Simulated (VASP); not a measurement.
# CdSe (P6_222) in VASP: further runs

Runs on CdSe. Level: PBE. Tasks: single point.

Program: VASP 6.6.1. These are calculated values, not measurements. Logs are shortened: lines on timing, memory, paths and dates and some standing lists are left out, and cuts for length are marked.

## (1) The cell of the first run

Symmetry: P6_222, No. 180, hexagonal system. Conventional cell: a = 4.390 Å, b = 4.390 Å, c = 10.063 Å, α = 90.00°, β = 90.00°, γ = 120.00°. Within 3.6 Å of Cd (site symmetry 222) lie 4 Se at 2.76 Å. Se (site symmetry 222) has 4 Cd at 2.76 Å within 3.6 Å.

## (2) Single point, PBE (27.99 Å³/atom)

The input, INCAR:

```
SYSTEM = CdSe
PREC = Accurate
ENCUT = 520
EDIFF = 1E-6
ISMEAR = 0
SIGMA = 0.1
LREAL = .False.
LASPH = .True.
NELM = 100
ALGO = Normal
ISIF = 2
LWAVE = .False.
LCHARG = .False.
GGA = PE
NBANDS = 36
```

The input, KPOINTS:

```
Automatic mesh
0
Gamma
  12 12 4
  0 0 0
```

The input, POSCAR:

```
CdSe
1.0
    4.3898247901      0.0000000000      0.0000000000
   -2.1949123951      3.8016997864      0.0000000000
    0.0000000000      0.0000000000     10.0626849387
Cd Se
3 3
Direct
    0.0000000000      0.5000000000      0.1666666667
    0.5000000000      0.5000000000      0.8333333333
    0.5000000000      0.0000000000      0.5000000000
    0.5000000000      0.5000000000      0.3333333333
    0.5000000000      0.0000000000      0.0000000000
    0.0000000000      0.5000000000      0.6666666667
```

Potentials or basis: VASP PAW PBE potentials, release 64 (Cd, Se).

Run with:

```console
$ cat potpaw_PBE.64/Cd/POTCAR potpaw_PBE.64/Se/POTCAR > POTCAR
$ mpirun -np 1 vasp_std > vasp.out
```

OUTCAR:

```text
SYSTEM = CdSe
   PREC = Accurate
   ENCUT = 520
   EDIFF = 1E-6
   ISMEAR = 0
   LREAL = .False.
   LASPH = .True.
   NELM = 100
   ISIF = 2
   GGA = PE

 ion  position               nearest neighbor table
   1  0.000  0.500  0.167-   4 2.76   4 2.76   5 2.76   5 2.76
   2  0.500  0.500  0.833-   6 2.76   6 2.76   5 2.76   5 2.76
   3  0.500  0.000  0.500-   6 2.76   6 2.76   4 2.76   4 2.76
   4  0.500  0.500  0.333-   1 2.76   1 2.76   3 2.76   3 2.76
   5  0.500  0.000  0.000-   1 2.76   1 2.76   2 2.76   2 2.76
   6  0.000  0.500  0.667-   2 2.76   2 2.76   3 2.76   3 2.76

  LATTYP: Found a hexagonal cell.
 ALAT       =     4.3898247901
 C/A-ratio  =     2.2922748446

  Lattice vectors:

 A1 = (   4.3898247901,   0.0000000000,   0.0000000000)
 A2 = (  -2.1949123951,   3.8016997864,   0.0000000000)
 A3 = (   0.0000000000,   0.0000000000,  10.0626849387)

Analysis of symmetry for initial positions (statically):
=====================================================================
 Subroutine PRICEL returns:
 Original cell was already a primitive cell.

 Routine SETGRP: Setting up the symmetry group for a
 hexagonal supercell.

 Subroutine GETGRP returns: Found 12 space group operations
 (whereof  4 operations were pure point group operations)
 out of a pool of 24 trial point group operations.

The static configuration has the point symmetry D_2 .
 The point group associated with its full space group is D_6 .

Analysis of symmetry for dynamics (positions and initial velocities):
=====================================================================
 Subroutine PRICEL returns:
 Original cell was already a primitive cell.

 Routine SETGRP: Setting up the symmetry group for a
 hexagonal supercell.

 Subroutine GETGRP returns: Found 12 space group operations
 (whereof  4 operations were pure point group operations)
 out of a pool of 24 trial point group operations.

The dynamic configuration has the point symmetry D_2 .
 The point group associated with its full space group is D_6 .

 Subroutine INISYM returns: Found 12 space group operations
 (whereof  4 operations are pure point group operations),
 and found     1 'primitive' translations

----------------------------------------------------------------------------------------

                                     Primitive cell

  volume of cell :     167.9341

  direct lattice vectors                    reciprocal lattice vectors
[... 93 lines left out ...]
   ENCUT  =  520.0 eV  38.22 Ry    6.18 a.u.   8.16  8.16 18.71*2*pi/ulx,y,z
   NELM   =    100;   NELMIN=  2; NELMDL= -5     # of ELM steps
   EDIFF  = 0.1E-05   stopping-criterion for ELM
   LREAL  =      F    real-space projection
[... 7 lines left out ...]
   TEBEG  =    0.0;   TEEND  =   0.0 temperature during run
   PSTRESS=    0.0 pullay stress
   NELECT =      54.0000    total number of electrons
   NUPDOWN=      -1.0000    fix difference up-down
   EMIN   =  10.00;   EMAX   =-10.00  energy-range for DOS
   EFERMI =   0.00;   METHOD = LEGACY
   ISMEAR =     0;   SIGMA  =   0.10  broadening in eV -4-tet -1-fermi 0-gaus
   EFERMI_NEDOS =   21; number of points for ismear=-14 and -15
   IALGO  =     38    algorithm
   IMIX   =      4    mixing-type and parameters
     AMIX     =   0.40;   BMIX     =  1.00
     AMIX_MAG =   1.60;   BMIX_MAG =  1.00
  volume/ion in A,a.u.               =      27.99       188.88
  Fermi-wavevector in a.u.,A,eV,Ry     =   1.121570  2.119460 17.115036  1.257920
  Thomas-Fermi vector in A             =   2.258225
   LORBIT       =      0    0 simple, 1 ext, 2 COOP (PROOUT), +10 PAW based schemes
   GGA     = PE    functional components
   LHFCALC =     F    Hartree Fock is set to
   AEXX    =    0.0000 exact exchange contribution
   IVDW    =     0    specifies the selected vdW correction
   LEPSILON=     F    determine dielectric tensor
   LRPA    =     F    only Hartree local field effects (RPA)
 non-spin polarized calculation
 Gauss-broadening in eV      SIGMA  =   0.10
  energy-cutoff  :      520.00
  volume of cell :      167.93
 maximum number of plane-waves:      4550
 NGX is ok and might be reduce to    36
   NGX = 17   NGY = 17   NGZ = 37

 number of electron      54.0000013 magnetization

 Free energy of the ion-electron system (eV)
  ---------------------------------------------------
  ext. energy  EPLUGINS =         0.00000000
  ---------------------------------------------------
  free energy    TOTEN  =       -15.78590531 eV

  energy without entropy =      -15.78546224  energy(sigma->0) =      -15.78568377

 E-fermi :   1.0458     XC(G=0):  -9.1100

 val. band max:        1.0251711075   @ k =   0.0000   0.0000   0.5000
 cond. band min:       1.5652386619   @ k =   0.0833   0.0000   0.0000
 fundamental gap:      0.5400675544
 Fermi energy:         1.0458448267

 k-point     1 :       0.0000    0.0000    0.0000
  band No.  band energies     occupation
      1     -11.3787      2.00000
      2     -10.9160      2.00000
      3     -10.9160      2.00000
      4      -6.9487      2.00000
      5      -6.9487      2.00000
      6      -6.8056      2.00000
[... 925 lines left out ...]
     35       7.3650      0.00000
     36       8.0606      0.00000

 [... further k-points ...]

------------------------ aborting loop because EDIFF is reached ----------------------------------------

  FORCE on cell =-STRESS in cart. coord.  units (eV):
  Direction    XX          YY          ZZ          XY          YZ          ZX
  --------------------------------------------------------------------------------------
  -------------------------------------------------------------------------------------
  Total       -2.4244472     -2.4244472     -2.4042770      0.0000000      0.0000000      0.0000000
  in kB      -23.1304684    -23.1304684    -22.9380350      0.0000000      0.0000000      0.0000000
  external PRESSURE =     -23.0663239 kB  Pullay stress =       0.0000000 kB

 VOLUME and BASIS-vectors are now :
 -----------------------------------------------------------------------------
  energy-cutoff  :      520.00
  volume of cell :      167.93
      direct lattice vectors                 reciprocal lattice vectors
     4.389824790  0.000000000  0.000000000     0.227799525  0.131520117  0.000000000
    -2.194912395  3.801699786  0.000000000     0.000000000  0.263040234  0.000000000
     0.000000000  0.000000000 10.062684939     0.000000000  0.000000000  0.099377056

 POSITION                                       TOTAL-FORCE (eV/Angst)
 -----------------------------------------------------------------------------------
     -1.09746      1.90085      1.67711         0.000000     -0.000000      0.000000
      1.09746      1.90085      8.38557         0.000000     -0.000000      0.000000
      2.19491      0.00000      5.03134        -0.000000     -0.000000     -0.000000
      1.09746      1.90085      3.35423        -0.000000     -0.000000     -0.000000
      2.19491      0.00000      0.00000         0.000000      0.000000     -0.000000
     -1.09746      1.90085      6.70846        -0.000000     -0.000000     -0.000000
 -----------------------------------------------------------------------------------
    total drift:                                0.000000      0.000000      0.000000

  FREE ENERGIE OF THE ION-ELECTRON SYSTEM (eV)
  ---------------------------------------------------
  free  energy   TOTEN  =       -15.7859053066 eV

  energy  without entropy=      -15.7854622381  energy(sigma->0) =      -15.78568377
```

OSZICAR:

```text
N       E                     dE             d eps       ncg     rms          rms(c)
DAV:   1     0.370398757998E+03    0.37040E+03   -0.25694E+04  4104   0.136E+03
DAV:   2     0.568889552048E+01   -0.36471E+03   -0.35407E+03  4452   0.332E+02
DAV:   3    -0.168610427953E+02   -0.22550E+02   -0.22391E+02  4836   0.804E+01
DAV:   4    -0.170983665247E+02   -0.23732E+00   -0.23699E+00  4584   0.763E+00
DAV:   5    -0.170998461446E+02   -0.14796E-02   -0.14795E-02  4600   0.589E-01    0.837E+00
DAV:   6    -0.158372368378E+02    0.12626E+01   -0.24073E+00  4596   0.116E+01    0.696E+00
DAV:   7    -0.157897582366E+02    0.47479E-01   -0.72904E-01  4512   0.365E+00    0.320E+00
DAV:   8    -0.157867344237E+02    0.30238E-02   -0.58969E-02  4416   0.200E+00    0.405E-01
DAV:   9    -0.157857206410E+02    0.10138E-02   -0.11304E-02  4540   0.911E-01    0.107E-01
DAV:  10    -0.157858425646E+02   -0.12192E-03   -0.11823E-03  4460   0.288E-01    0.776E-02
DAV:  11    -0.157859363967E+02   -0.93832E-04   -0.24910E-04  4460   0.824E-02    0.254E-02
DAV:  12    -0.157859048401E+02    0.31557E-04   -0.78251E-05  4476   0.520E-02    0.581E-03
DAV:  13    -0.157859052989E+02   -0.45872E-06   -0.10514E-05  4320   0.135E-02    0.355E-03
DAV:  14    -0.157859053066E+02   -0.77307E-08   -0.28986E-07  2556   0.435E-03
   1 F= -.15785905E+02 E0= -.15785684E+02  d E =-.443069E-03
```

stdout:

```text
POSCAR found type information on POSCAR CdSe
 POSCAR found :  2 types and       6 ions
 scaLAPACK will be used
 LDA part: xc-table for (Slater+PW92), standard interpolation
 POSCAR, INCAR and KPOINTS ok, starting setup
 FFT: planning ... GRIDC
 FFT: planning ... GRID_SOFT
 FFT: planning ... GRID
 WAVECAR not read
 entering main loop
```

It took 2 min on 1 thread of Intel Xeon 6975P-C (Granite Rapids), shared host; peak memory 0.48 GiB.

Results:

```yaml
Free_energy: -15.7859 eV
Pressure: -2.3 GPa
Band_gap_on_the_k_mesh: zero (bands 27 and 28 overlap by 0.13 eV)
```

Caveat: semilocal functionals underestimate gaps, so a narrow gap can read as zero.

[end of part 1 of 2]
